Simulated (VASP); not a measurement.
# Ga (Cmce) in VASP: further runs, part 2 of 3

VASP 6.6.1. Earlier steps stand in the parts before.

## (3) Single point, PBE

The input, INCAR:

```
SYSTEM = Ga
ALGO     = Normal         ! electronic algorithm
EDIFF    = 1E-7           ! SCF threshold, eV
ENCUT    = 520            ! plane-wave cutoff, eV
GGA      = PE             ! functional
ISIF     = 2              ! what is computed and relaxed
ISMEAR   = 1              ! smearing method
LASPH    = .True.         ! aspherical terms in the spheres
LCHARG   = .False.        ! write CHGCAR
LREAL    = .False.        ! projectors in reciprocal space
LWAVE    = .False.        ! write WAVECAR
NBANDS   = 34             ! bands
NELM     = 60             ! most SCF steps
PREC     = Accurate       ! precision mode
SIGMA    = 1.0            ! smearing width, eV
```

The input, KPOINTS:

```
k-points
0
Gamma
  8 8 7
  0 0 0
```

The input, POSCAR:

```
Ga
1.0
    2.3107968683     -3.8729233244      0.0000000000
    2.3107968683      3.8729233244      0.0000000000
    0.0000000000      0.0000000000      4.5463111460
Ga
4
Direct
    0.8442122196      0.1557877804      0.0839449706
    0.6557877804      0.3442122196      0.5839449706
    0.1557877804      0.8442122196      0.9160550294
    0.3442122196      0.6557877804      0.4160550294
```

Potentials or basis: VASP PAW PBE potentials, release 64 (Ga_d).

Command:

```bash
$ cat potpaw_PBE.64/Ga_d/POTCAR > POTCAR
$ mpirun -np 1 vasp_std > vasp.out
```

OUTCAR:

```text
SYSTEM = Ga
   EDIFF = 1E-7
   ENCUT = 520
   GGA = PE
   ISIF = 2
   ISMEAR = 1
   LASPH = .True.
   LREAL = .False.
   NELM = 60
   PREC = Accurate

 ion  position               nearest neighbor table
   1  0.844  0.156  0.084-   3 2.53   2 2.70   2 2.70   4 2.76   4 2.76   3 2.84   3 2.84
   2  0.656  0.344  0.584-   4 2.53   1 2.70   1 2.70   3 2.76   3 2.76   4 2.84   4 2.84
   3  0.156  0.844  0.916-   1 2.53   4 2.70   4 2.70   2 2.76   2 2.76   1 2.84   1 2.84
   4  0.344  0.656  0.416-   2 2.53   3 2.70   3 2.70   1 2.76   1 2.76   2 2.84   2 2.84

  LATTYP: Found a base centered orthorhombic cell.
 ALAT       =     4.6215937366
 B/A-ratio  =     1.6760120189
 C/A-ratio  =     0.9837106862

  Lattice vectors:

 A1 = (   2.3107968683,  -3.8729233244,   0.0000000000)
 A2 = (   2.3107968683,   3.8729233244,   0.0000000000)
 A3 = (   0.0000000000,   0.0000000000,   4.5463111460)

Analysis of symmetry for initial positions (statically):
=====================================================================
 Subroutine PRICEL returns:
 Original cell was already a primitive cell.

 Routine SETGRP: Setting up the symmetry group for a
 base centered orthorhombic supercell.

 Subroutine GETGRP returns: Found  8 space group operations
 (whereof  4 operations were pure point group operations)
 out of a pool of  8 trial point group operations.

The static configuration has the point symmetry C_2h.
 The point group associated with its full space group is D_2h.

Analysis of symmetry for dynamics (positions and initial velocities):
=====================================================================
 Subroutine PRICEL returns:
 Original cell was already a primitive cell.

 Routine SETGRP: Setting up the symmetry group for a
 base centered orthorhombic supercell.

 Subroutine GETGRP returns: Found  8 space group operations
 (whereof  4 operations were pure point group operations)
 out of a pool of  8 trial point group operations.
[... 125 lines left out ...]
     AMIX     =   0.40;   BMIX     =  1.00
     AMIX_MAG =   1.60;   BMIX_MAG =  1.00
  volume/ion in A,a.u.               =      20.34       137.29
  Fermi-wavevector in a.u.,A,eV,Ry     =   1.410087  2.664679 27.053093  1.988346
  Thomas-Fermi vector in A             =   2.532077
   LORBIT       =      0    0 simple, 1 ext, 2 COOP (PROOUT), +10 PAW based schemes
   GGA     = PE    functional components
   LHFCALC =     F    Hartree Fock is set to
   AEXX    =    0.0000 exact exchange contribution
   IVDW    =     0    specifies the selected vdW correction
   LEPSILON=     F    determine dielectric tensor
   LRPA    =     F    only Hartree local field effects (RPA)
 non-spin polarized calculation
 Methfessel and Paxton  Order N= 1 SIGMA  =   1.00
  energy-cutoff  :      520.00
  volume of cell :       81.37
 maximum number of plane-waves:      2211
 NGX is ok and might be reduce to    36
   NGX = 17   NGY = 17   NGZ = 17

 number of electron      52.0000004 magnetization

 Free energy of the ion-electron system (eV)
  ---------------------------------------------------
  ext. energy  EPLUGINS =         0.00000000
  ---------------------------------------------------
  free energy    TOTEN  =       -11.57978854 eV

  energy without entropy =      -11.68265111  energy(sigma->0) =      -11.61407606

 E-fermi :   4.7059     XC(G=0): -10.4642

 val. band max:        4.6810600666   @ k =  -0.3750   0.2500   0.1429
 cond. band min:       4.7365055043   @ k =  -0.2500   0.2500   0.2857
 fundamental gap:      0.0554454377
 Fermi energy:         4.7059022745

 k-point     1 :       0.0000    0.0000    0.0000
  band No.  band energies     occupation
      1     -10.3874      2.00000
      2     -10.3859      2.00000
      3     -10.3649      2.00000
      4     -10.3463      2.00000
      5     -10.3155      2.00000
      6     -10.2976      2.00000
[... 877 lines left out ...]
     33      10.2921     -0.00000
     34      12.6299     -0.00000

 [... further k-points ...]

------------------------ aborting loop because EDIFF is reached ----------------------------------------

  FORCE on cell =-STRESS in cart. coord.  units (eV):
  Direction    XX          YY          ZZ          XY          YZ          ZX
  --------------------------------------------------------------------------------------
  -------------------------------------------------------------------------------------
  Total        0.0598595     -0.1554609     -0.0044638      0.0000000      0.0000000      0.0000000
  in kB        1.1785667     -3.0608485     -0.0878868      0.0000000      0.0000000      0.0000000
  external PRESSURE =      -0.6567229 kB  Pullay stress =       0.0000000 kB

 VOLUME and BASIS-vectors are now :
 -----------------------------------------------------------------------------
  energy-cutoff  :      520.00
  volume of cell :       81.37
      direct lattice vectors                 reciprocal lattice vectors
     2.310796868 -3.872923324  0.000000000     0.216375575 -0.129101446  0.000000000
     2.310796868  3.872923324  0.000000000     0.216375575  0.129101446  0.000000000
     0.000000000  0.000000000  4.546311146     0.000000000  0.000000000  0.219958548

 POSITION                                       TOTAL-FORCE (eV/Angst)
 -----------------------------------------------------------------------------------
      2.31080     -2.66622      0.38164         0.000000      0.046695      0.003195
      2.31080     -1.20671      2.65480         0.000000     -0.046695      0.003195
      2.31080      2.66622      4.16467         0.000000     -0.046695     -0.003195
      2.31080      1.20671      1.89152         0.000000      0.046695     -0.003195
 -----------------------------------------------------------------------------------
    total drift:                                0.000000      0.000000     -0.000000

  FREE ENERGIE OF THE ION-ELECTRON SYSTEM (eV)
  ---------------------------------------------------
  free  energy   TOTEN  =       -11.5797885379 eV

  energy  without entropy=      -11.6826511146  energy(sigma->0) =      -11.61407606
```

OSZICAR:

```text
N       E                     dE             d eps       ncg     rms          rms(c)
DAV:   1     0.358093731456E+03    0.35809E+03   -0.25464E+04  5824   0.285E+03
DAV:   2     0.329617607564E+02   -0.32513E+03   -0.31712E+03  5872   0.533E+02
DAV:   3    -0.102340138434E+02   -0.43196E+02   -0.42668E+02  6498   0.151E+02
DAV:   4    -0.116353744498E+02   -0.14014E+01   -0.13936E+01  6634   0.302E+01
DAV:   5    -0.116645005472E+02   -0.29126E-01   -0.29114E-01  7030   0.452E+00    0.238E+00
DAV:   6    -0.115932660782E+02    0.71234E-01   -0.18898E-01  7278   0.572E+00    0.131E+00
DAV:   7    -0.115803891056E+02    0.12877E-01   -0.54316E-02  8092   0.247E+00    0.303E-01
DAV:   8    -0.115796154609E+02    0.77364E-03   -0.13164E-02  6160   0.123E+00    0.458E-02
DAV:   9    -0.115797779477E+02   -0.16249E-03   -0.99774E-04  6320   0.319E-01    0.242E-02
DAV:  10    -0.115797878220E+02   -0.98744E-05   -0.20060E-04  6868   0.150E-01    0.516E-03
DAV:  11    -0.115797889249E+02   -0.11029E-05   -0.34701E-05  6500   0.686E-02    0.465E-03
DAV:  12    -0.115797884933E+02    0.43157E-06   -0.76896E-06  6864   0.304E-02    0.581E-04
DAV:  13    -0.115797886198E+02   -0.12648E-06   -0.91650E-07  7530   0.662E-03    0.366E-04
DAV:  14    -0.115797885379E+02    0.81905E-07   -0.26783E-08  3502   0.121E-03
   1 F= -.11579789E+02 E0= -.11614076E+02  d E =0.102863E+00
```

Wall time 2.9 min (1 thread of AMD EPYC 7R13 (Zen 3), shared host); peak memory 0.28 GiB.

What came out:

- Free energy: -11.5798 eV
- Pressure: -0.1 GPa
- Largest force: 0.047 eV/Å
- Band gap on the k mesh: zero (bands 26 and 27 overlap by 0.88 eV)

Forces in eV/Å, atoms in the order of the input:
```
Ga   0.000  0.047  0.003
Ga   0.000 -0.047  0.003
Ga   0.000 -0.047 -0.003
Ga   0.000  0.047 -0.003
```

Stress tensor (GPa, compression positive):
```
 0.12  0.00  0.00
 0.00 -0.31  0.00
 0.00  0.00 -0.01
```

Caveat: so wide a smearing shifts energies and pressures.

## (4) Single point, PBE

The input, INCAR:

```
PREC = Accurate ; ENCUT = 520
EDIFF = 1E-6 ; ISMEAR = 0
SIGMA = 1.0 ; LREAL = F
LASPH = T ; NELM = 60
ALGO = Normal ; ISIF = 2
LWAVE = F ; LCHARG = F
GGA = PE ; NBANDS = 34
```

The input, KPOINTS:

```
regular mesh
0
Gamma
  8 8 7
```

POSCAR is that of step 3.

Command:

```bash
$ cat potpaw_PBE.64/Ga_d/POTCAR > POTCAR
$ mpirun -np 1 vasp_std > vasp.out
```

Run time: 90 s. Hardware: 1 thread of Intel Xeon 6975P-C (Granite Rapids), shared host; peak memory 0.31 GiB.

Results (log left out):

- Free energy: -11.9227 eV
- Pressure: 1.0 GPa
- Largest force: 0.056 eV/Å
- Band gap on the k mesh: zero (bands 26 and 27 overlap by 0.88 eV)

Forces in eV/Å, atoms in the order of the input:
```
Ga   0.000  0.052  0.023
Ga   0.000 -0.052  0.023
Ga   0.000 -0.052 -0.023
Ga   0.000  0.052 -0.023
```

Stress tensor (GPa, compression positive):
```
1.14 0.00 0.00
0.00 0.90 0.00
0.00 0.00 1.00
```

Levels at points of the mesh, in eV from the Fermi level:
| k point | band 22 | band 23 | band 24 | band 25 | band 26 | band 27 | band 28 | band 29 | band 30 | band 31 |
| --- | --- | --- | --- | --- | --- | --- | --- | --- | --- | --- |
| (0.00, 0.00, 0.00) | -4.16 | -3.56 | -2.05 | -1.71 | -0.68 | 0.85 | 0.89 | 1.00 | 4.83 | 5.32 |
| (0.50, 0.00, 0.00) | -8.43 | -3.44 | -3.44 | -1.22 | -1.22 | 0.81 | 0.81 | 3.97 | 3.97 | 5.25 |
| (0.50, 0.50, 0.00) | -7.07 | -4.33 | -3.21 | -1.63 | -1.36 | 1.12 | 1.34 | 3.08 | 3.77 | 4.11 |

Caveat: so wide a smearing shifts energies and pressures.

## (5) Single point, PBE

The input, INCAR:

```
SYSTEM = Ga
ALGO = Normal
EDIFF = 1E-6
ENCUT = 520
GGA = PE
ISIF = 2
ISMEAR = 1
LASPH = .True.
LCHARG = .True.
LELF = .True.
LREAL = .False.
LVHAR = .True.
LWAVE = .False.
NBANDS = 34
NELM = 60
PREC = Accurate
SIGMA = 0.01
```

The input, KPOINTS:

```
k-points
0
Gamma
  8 8 7
  0 0 0
```

POSCAR is that of step 4.

Command:

```bash
$ cat potpaw_PBE.64/Ga_d/POTCAR > POTCAR
$ mpirun -np 1 vasp_std > vasp.out
```

It took 93 s on 1 thread of Intel Xeon 6975P-C (Granite Rapids), shared host; peak memory 0.31 GiB.

The run converged. Its results:

```
Free energy            : -11.6228 eV
Pressure               : 0.2 GPa
Largest force          : 0.006 eV/Å
Band gap on the k mesh : zero (bands 26 and 27 overlap by 0.88 eV)
```

Forces in eV/Å, atoms in the order of the input:
```
Ga   0.000  0.005 -0.005
Ga   0.000 -0.005 -0.005
Ga   0.000 -0.005  0.005
Ga   0.000  0.005  0.005
```

Stress tensor (GPa, compression positive):
```
0.10 0.00 0.00
0.00 0.12 0.00
0.00 0.00 0.25
```

Levels at points of the mesh, in eV from the Fermi level:
| k point | band 24 | band 25 | band 26 | band 27 | band 28 | band 29 |
| --- | --- | --- | --- | --- | --- | --- |
| (0.00, 0.00, 0.00) | -2.07 | -1.72 | -0.69 | 0.84 | 0.88 | 0.99 |
| (0.50, 0.00, 0.00) | -3.44 | -1.23 | -1.23 | 0.80 | 0.80 | 3.96 |
| (0.50, 0.50, 0.00) | -3.22 | -1.65 | -1.38 | 1.11 | 1.33 | 3.07 |

(Part 2 of 3 ends here.)

The gap in the log of VASP goes by the Fermi energy; the results here count the filled bands.